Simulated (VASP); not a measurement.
# Ta2C (P-3m1) in VASP: further runs, part 2 of 3

VASP 6.6.1. Earlier steps stand in the parts before.

## Step 3: Single point, PBEsol (uniaxial strain along c: +2.0 %)

The input, INCAR:

```
SYSTEM = Ta2C
  PREC = Accurate
  ENCUT = 520
  EDIFF = 1E-7
  ISMEAR = 0
  SIGMA = 0.1
  LREAL = .False.
  LASPH = .True.
  NELM = 80
  ALGO = Normal
  ISIF = 2
  LWAVE = .False.
  LCHARG = .False.
  GGA = PS
  NBANDS = 20
```

The input, KPOINTS:

```
Automatic mesh
0
Gamma
  18 18 10
  0 0 0
```

The input, POSCAR:

```
Ta2C
1.0
    3.0798241931      0.0000000000      0.0000000000
   -1.5399120965      2.6672059904      0.0000000000
    0.0000000000      0.0000000000      5.0195019011
Ta C
2 1
Direct
    0.3333333327      0.6666666673      0.2523667386
    0.6666666673      0.3333333327      0.7476332614
    0.0000000000      0.0000000000      0.0000000000
```

Potentials or basis: VASP PAW PBE potentials, release 64 (Ta_pv, C).

Command:

```
> cat potpaw_PBE.64/Ta_pv/POTCAR potpaw_PBE.64/C/POTCAR > POTCAR
> mpirun -np 1 vasp_std > vasp.out
```

OUTCAR:

```text
SYSTEM = Ta2C
   PREC = Accurate
   ENCUT = 520
   EDIFF = 1E-7
   ISMEAR = 0
   LREAL = .False.
   LASPH = .True.
   NELM = 80
   ISIF = 2
   GGA = PS

 ion  position               nearest neighbor table
   1  0.333  0.667  0.252-   3 2.18   3 2.18   3 2.18   2 3.06   2 3.06   2 3.06   2 3.10   2 3.10
                             2 3.10
   2  0.667  0.333  0.748-   3 2.18   3 2.18   3 2.18   1 3.06   1 3.06   1 3.06   1 3.10   1 3.10
                             1 3.10
   3  0.000  0.000  0.000-   1 2.18   2 2.18   1 2.18   2 2.18   2 2.18   1 2.18

  LATTYP: Found a hexagonal cell.
 ALAT       =     3.0798241931
 C/A-ratio  =     1.6298014388

  Lattice vectors:

 A1 = (   3.0798241931,   0.0000000000,   0.0000000000)
 A2 = (  -1.5399120965,   2.6672059904,   0.0000000000)
 A3 = (   0.0000000000,   0.0000000000,   5.0195019011)

Analysis of symmetry for initial positions (statically):
=====================================================================
 Subroutine PRICEL returns:
 Original cell was already a primitive cell.

 Routine SETGRP: Setting up the symmetry group for a
 hexagonal supercell.

 Subroutine GETGRP returns: Found 12 space group operations
 (whereof 12 operations were pure point group operations)
 out of a pool of 24 trial point group operations.

The static configuration has the point symmetry D_3d.

Analysis of symmetry for dynamics (positions and initial velocities):
=====================================================================
 Subroutine PRICEL returns:
 Original cell was already a primitive cell.

 Routine SETGRP: Setting up the symmetry group for a
 hexagonal supercell.

 Subroutine GETGRP returns: Found 12 space group operations
 (whereof 12 operations were pure point group operations)
 out of a pool of 24 trial point group operations.

The dynamic configuration has the point symmetry D_3d.

 Subroutine INISYM returns: Found 12 space group operations
 (whereof 12 operations are pure point group operations),
 and found     1 'primitive' translations

----------------------------------------------------------------------------------------

                                     Primitive cell

  volume of cell :      41.2328

  direct lattice vectors                    reciprocal lattice vectors
     3.079824193  0.000000000  0.000000000     0.324693858  0.187462086  0.000000000
    -1.539912096  2.667205990  0.000000000     0.000000000  0.374924173  0.000000000
     0.000000000  0.000000000  5.019501901     0.000000000  0.000000000  0.199222955

  length of vectors
     3.079824193  3.079824193  5.019501901     0.374924173  0.374924173  0.199222955

  position of ions in fractional coordinates (direct lattice)
     0.333333333  0.666666667  0.252366739
     0.666666667  0.333333333  0.747633261
     0.000000000  0.000000000  0.000000000

  ion indices of the primitive-cell ions
   primitive index   ion index
                 1           1
                 2           2
                 3           3

----------------------------------------------------------------------------------------

 KPOINTS: Automatic mesh

Automatic generation of k-mesh.
 Grid dimensions read from file:
 generate k-points for:   18   18   10

 Generating k-lattice:

  Cartesian coordinates                     Fractional coordinates (reciprocal lattice)
     0.018038548  0.010414560  0.000000000     0.055555556  0.000000000  0.000000000
     0.000000000  0.020829121  0.000000000     0.000000000  0.055555556  0.000000000
     0.000000000  0.000000000  0.019922295     0.000000000  0.000000000  0.100000000

  Length of vectors
     0.020829121  0.020829121  0.019922295

  Shift w.r.t. Gamma in fractional coordinates (k-lattice)
     0.000000000  0.000000000  0.000000000

 Subroutine IBZKPT returns following result:
 ===========================================

 Found    330 irreducible k-points:

 Following reciprocal coordinates:
            Coordinates               Weight
  0.000000  0.000000  0.000000      1.000000
  0.055556  0.000000  0.000000      6.000000
  0.111111  0.000000  0.000000      6.000000
  0.166667  0.000000  0.000000      6.000000
  0.222222 -0.000000  0.000000      6.000000
  0.277778  0.000000  0.000000      6.000000
[... 16 lines left out ...]
  0.333333  0.111111  0.000000     12.000000
  0.388889  0.111111  0.000000     12.000000
 [... further k-points ...]
   k-points           NKPTS =    330   k-points in BZ     NKDIM =    330   number of bands    NBANDS=     20
   number of dos      NEDOS =    301   number of ions     NIONS =      3
   total plane-waves  NPLWV =  23040
   dimension x,y,z NGX =    24 NGY =   24 NGZ =   40
   dimension x,y,z NGXF=    48 NGYF=   48 NGZF=   80
   ions per type =               2   1
   NGX,Y,Z   is equivalent  to a cutoff of  12.95, 12.95, 13.25 a.u.
   NGXF,Y,Z  is equivalent  to a cutoff of  25.91, 25.91, 26.50 a.u.
 SYSTEM =  Ta2C
   PREC   = accura    normal or accurate (medium, high low for compatibility)
   ISTART =      0    job   : 0-new  1-cont  2-samecut
   ICHARG =      2    charge: 1-file 2-atom 10-const
   ISPIN  =      1    spin polarized calculation?
   LNONCOLLINEAR =      F non collinear calculations
   LSORBIT =      F    spin-orbit coupling
   LASPH  =      T    aspherical Exc in radial PAW
   ENCUT  =  520.0 eV  38.22 Ry    6.18 a.u.   5.73  5.73  9.33*2*pi/ulx,y,z
   NELM   =     80;   NELMIN=  2; NELMDL= -5     # of ELM steps
   EDIFF  = 0.1E-06   stopping-criterion for ELM
   LREAL  =      F    real-space projection
   EDIFFG = 0.1E-05   stopping-criterion for IOM
   NSW    =      0    number of steps for IOM
   IBRION =     -1    ionic relax: 0-MD 1-quasi-New 2-CG
   NFREE  =      0    steps in history (QN), initial steepest desc. (CG)
   ISIF   =      2    stress and relaxation
   ISYM   =      2    0-nonsym 1-usesym 2-fastsym
   POTIM  = 0.5000    time-step for ionic-motion
   TEBEG  =    0.0;   TEEND  =   0.0 temperature during run
   PSTRESS=    0.0 pullay stress
   NELECT =      26.0000    total number of electrons
   NUPDOWN=      -1.0000    fix difference up-down
   EMIN   =  10.00;   EMAX   =-10.00  energy-range for DOS
   EFERMI =   0.00;   METHOD = LEGACY
   ISMEAR =     0;   SIGMA  =   0.10  broadening in eV -4-tet -1-fermi 0-gaus
   EFERMI_NEDOS =   21; number of points for ismear=-14 and -15
   IALGO  =     38    algorithm
   IMIX   =      4    mixing-type and parameters
     AMIX     =   0.40;   BMIX     =  1.00
     AMIX_MAG =   1.60;   BMIX_MAG =  1.00
  volume/ion in A,a.u.               =      13.74        92.75
  Fermi-wavevector in a.u.,A,eV,Ry     =   1.403842  2.652877 26.813987  1.970772
  Thomas-Fermi vector in A             =   2.526463
   LORBIT       =      0    0 simple, 1 ext, 2 COOP (PROOUT), +10 PAW based schemes
   GGA     = PS    functional components
   LHFCALC =     F    Hartree Fock is set to
   AEXX    =    0.0000 exact exchange contribution
   IVDW    =     0    specifies the selected vdW correction
   LEPSILON=     F    determine dielectric tensor
   LRPA    =     F    only Hartree local field effects (RPA)
 non-spin polarized calculation
 Gauss-broadening in eV      SIGMA  =   0.10
  energy-cutoff  :      520.00
  volume of cell :       41.23
 maximum number of plane-waves:      1124
 NGX is ok and might be reduce to    24
   NGX = 11   NGY = 11   NGZ = 19

 number of electron      26.0000003 magnetization

 Free energy of the ion-electron system (eV)
  ---------------------------------------------------
  ext. energy  EPLUGINS =         0.00000000
  ---------------------------------------------------
  free energy    TOTEN  =       -36.68372344 eV

  energy without entropy =      -36.68014988  energy(sigma->0) =      -36.68193666

 E-fermi :   6.4279     XC(G=0): -12.8920

 val. band max:        6.4149256206   @ k =  -0.1111   0.4444   0.4000
 cond. band min:       6.4385906570   @ k =   0.0556   0.0556   0.0000
 fundamental gap:      0.0236650364
 Fermi energy:         6.4278802756

 k-point     1 :       0.0000    0.0000    0.0000
  band No.  band energies     occupation
      1     -28.3697      2.00000
      2     -27.6709      2.00000
      3     -27.6709      2.00000
      4     -27.5722      2.00000
      5     -27.5722      2.00000
      6     -27.5297      2.00000
[... 12 lines left out ...]
     19       9.2741      0.00000
[... 513 lines left out ...]
      4     -27.9006      2.00000
      5     -27.7180      2.00000
      6     -27.7119      2.00000
[... 12 lines left out ...]
     19      12.2283      0.00000
     20      12.5040      0.00000

 [... further k-points ...]

------------------------ aborting loop because EDIFF is reached ----------------------------------------

  FORCE on cell =-STRESS in cart. coord.  units (eV):
  Direction    XX          YY          ZZ          XY          YZ          ZX
  --------------------------------------------------------------------------------------
  -------------------------------------------------------------------------------------
  Total        0.1982691      0.1982691     -2.1166804      0.0000000      0.0000000      0.0000000
  in kB        7.7041093      7.7041093    -82.2475095      0.0000000      0.0000000      0.0000000
  external PRESSURE =     -22.2797637 kB  Pullay stress =       0.0000000 kB

 VOLUME and BASIS-vectors are now :
 -----------------------------------------------------------------------------
  energy-cutoff  :      520.00
  volume of cell :       41.23
      direct lattice vectors                 reciprocal lattice vectors
     3.079824193  0.000000000  0.000000000     0.324693858  0.187462086  0.000000000
    -1.539912096  2.667205990  0.000000000     0.000000000  0.374924173  0.000000000
     0.000000000  0.000000000  5.019501901     0.000000000  0.000000000  0.199222955

 POSITION                                       TOTAL-FORCE (eV/Angst)
 -----------------------------------------------------------------------------------
     -0.00000      1.77814      1.26676        -0.000000      0.000000     -0.037560
      1.53991      0.88907      3.75275         0.000000     -0.000000      0.037560
      0.00000      0.00000      0.00000         0.000000      0.000000      0.000000
 -----------------------------------------------------------------------------------
    total drift:                               -0.000000     -0.000000      0.000000

  FREE ENERGIE OF THE ION-ELECTRON SYSTEM (eV)
  ---------------------------------------------------
  free  energy   TOTEN  =       -36.6837234438 eV

  energy  without entropy=      -36.6801498757  energy(sigma->0) =      -36.68193666
```

OSZICAR:

```text
N       E                     dE             d eps       ncg     rms          rms(c)
DAV:   1     0.196561239654E+03    0.19656E+03   -0.14868E+04 13208   0.136E+03
DAV:   2    -0.324450291945E+02   -0.22901E+03   -0.22367E+03 14888   0.379E+02
DAV:   3    -0.405468856870E+02   -0.81019E+01   -0.80110E+01 16872   0.639E+01
DAV:   4    -0.406379021885E+02   -0.91017E-01   -0.90682E-01 16232   0.664E+00
DAV:   5    -0.406387420894E+02   -0.83990E-03   -0.83945E-03 16456   0.596E-01    0.282E+01
DAV:   6    -0.369408050473E+02    0.36979E+01   -0.17473E+01 16472   0.238E+01    0.120E+01
DAV:   7    -0.367323760453E+02    0.20843E+00   -0.14424E+00 14844   0.738E+00    0.569E+00
DAV:   8    -0.366884702108E+02    0.43906E-01   -0.18494E-01 15884   0.286E+00    0.523E-01
DAV:   9    -0.366841379904E+02    0.43322E-02   -0.21915E-02 16220   0.894E-01    0.191E-01
DAV:  10    -0.366837809682E+02    0.35702E-03   -0.33249E-03 16916   0.453E-01    0.553E-02
DAV:  11    -0.366837238834E+02    0.57085E-04   -0.37247E-04 15492   0.122E-01    0.276E-02
DAV:  12    -0.366837240012E+02   -0.11773E-06   -0.24402E-05 15352   0.370E-02    0.703E-03
DAV:  13    -0.366837237381E+02    0.26308E-06   -0.43383E-06 15636   0.132E-02    0.455E-03
DAV:  14    -0.366837234439E+02    0.29417E-06   -0.10284E-06 15528   0.677E-03    0.528E-04
DAV:  15    -0.366837234438E+02    0.75033E-10   -0.41422E-08  8208   0.144E-03
   1 F= -.36683723E+02 E0= -.36681937E+02  d E =-.357357E-02
```

stdout:

```text
POSCAR found type information on POSCAR TaC
 POSCAR found :  2 types and       3 ions
 scaLAPACK will be used
 -----------------------------------------------------------------------------
|                                                                             |
|                                                                             |
|     You enforced a specific xc type in the INCAR file but a different       |
|     I HOPE YOU KNOW WHAT YOU ARE DOING!                                     |
|                                                                             |
 -----------------------------------------------------------------------------

 LDA part: xc-table for (Slater+PW92), standard interpolation
 POSCAR, INCAR and KPOINTS ok, starting setup
 FFT: planning ... GRIDC
 FFT: planning ... GRID_SOFT
 FFT: planning ... GRID
 WAVECAR not read
 entering main loop
```

Run time: 2.5 min. Hardware: 1 thread of Intel Xeon Platinum 8259CL at 2.50GHz (Skylake/Cascade Lake), shared host; peak memory 0.35 GiB.

What came out:

```yaml
Free_energy: -36.6837 eV
Pressure: -2.2 GPa
Largest_force: 0.038 eV/Å
Band_gap_on_the_k_mesh: zero (bands 13 and 14 overlap by 0.69 eV)
```

Forces on the atoms (eV/Å):
```
Ta   0.000  0.000 -0.038
Ta   0.000  0.000  0.038
C    0.000  0.000  0.000
```

Stress tensor (GPa, compression positive):
```
 0.77  0.00  0.00
 0.00  0.77  0.00
 0.00  0.00 -8.22
```

Levels at points of the mesh, in eV from the Fermi level:
```csv
k point,band 11,band 12,band 13,band 14,band 15,band 16
"(0.00, 0.00, 0.00)",-3.15,-0.24,0.48,0.48,1.28,1.28
"(0.50, 0.00, 0.00)",-3.75,-1.75,-0.26,3.00,3.64,4.57
"(0.00, 0.00, 0.50)",-1.99,-1.69,-0.21,-0.21,2.92,2.92
"(0.50, 0.00, 0.50)",-2.64,-1.14,-0.97,1.38,1.62,4.46
```

Caveat: the cell differs from its parent crystal (uniaxial strain along c: +2.0 %); the stress differs along the axes, from -8 to 1 GPa; the PAW data sets were made with another functional, which shifts forces and pressure a little; spin-orbit coupling is left out, which moves the levels of the heavy elements.

## Step 4: Single point, PBEsol

This run uses another cell than the first one, of 12.12 Å³/atom.

The input, INCAR:

```
SYSTEM = Ta2C
PREC     = Accurate       ! precision mode
ENCUT    = 700            ! plane-wave cutoff, eV
EDIFF    = 1E-6           ! SCF threshold, eV
ISMEAR   = 0              ! smearing method
SIGMA    = 0.1            ! smearing width, eV
LREAL    = .FALSE.        ! projectors in reciprocal space
LASPH    = .TRUE.         ! aspherical terms in the spheres
NELM     = 120            ! most SCF steps
ALGO     = Normal         ! electronic algorithm
ISIF     = 2              ! what is computed and relaxed
LWAVE    = .FALSE.        ! write WAVECAR
LCHARG   = .FALSE.        ! write CHGCAR
GGA      = PS             ! functional
NBANDS   = 22             ! bands
GGA_COMPAT= .FALSE.
```

The input, KPOINTS:

```
Automatic mesh
0
G
  18 18 8
  0 0 0
```

The input, POSCAR:

```
Ta2C
1.0
    2.9755042239      0.0000000000      0.0000000000
   -1.4877521120      2.5768622470      0.0000000000
    0.0000000000      0.0000000000      4.7437352156
Ta C
2 1
Direct
    0.3333333333      0.6666666667      0.2585877953
    0.6666666667      0.3333333333      0.7414122047
    0.0000000000      0.0000000000      0.0000000000
```

Potentials or basis: VASP PAW PBE potentials, release 64 (Ta_sv_GW, C).

Command:

```
> cat potpaw_PBE.64/Ta_sv_GW/POTCAR potpaw_PBE.64/C/POTCAR > POTCAR
> mpirun -np 1 vasp_std > vasp.out
```

Run time: 2.5 min. Hardware: 1 thread of Intel Xeon Platinum 8488C (Sapphire Rapids), shared host; peak memory 0.43 GiB.

Results (log left out):

| Quantity | Value |
| --- | --- |
| Free energy | -41.2351 eV |
| Pressure | 40.1 GPa |
| Largest force | 0.060 eV/Å |
| Band gap on the k mesh | zero (bands 15 and 16 overlap by 0.92 eV) |

Forces in eV/Å, atoms in the order of the input:
```
Ta   0.000  0.000  0.060
Ta   0.000  0.000 -0.060
C    0.000  0.000  0.000
```

Levels at points of the mesh, in eV from the Fermi level:
| k point | band 11 | band 12 | band 13 | band 14 | band 15 | band 16 | band 17 | band 18 | band 19 | band 20 |
| --- | --- | --- | --- | --- | --- | --- | --- | --- | --- | --- |
| (0.00, 0.00, 0.00) | -3.77 | -3.77 | -2.76 | -0.06 | 0.54 | 0.54 | 1.34 | 1.34 | 2.50 | 2.50 |
| (0.50, 0.00, 0.00) | -4.71 | -4.39 | -4.32 | -1.85 | 0.04 | 3.61 | 4.05 | 5.57 | 6.11 | 6.17 |
| (0.00, 0.00, 0.50) | -4.10 | -4.10 | -2.35 | -1.34 | -0.38 | -0.38 | 3.59 | 3.59 | 4.01 | 4.01 |
| (0.50, 0.00, 0.50) | -5.17 | -3.70 | -2.81 | -0.99 | -0.78 | 1.36 | 1.57 | 5.22 | 5.71 | 6.02 |

Caveat: the cell stands under pressure; the PAW data sets were made with another functional, which shifts forces and pressure a little; spin-orbit coupling is left out, which moves the levels of the heavy elements.

(Continued in part 3 of 3.)

The gap in the log of VASP goes by the Fermi energy; the results here count the filled bands.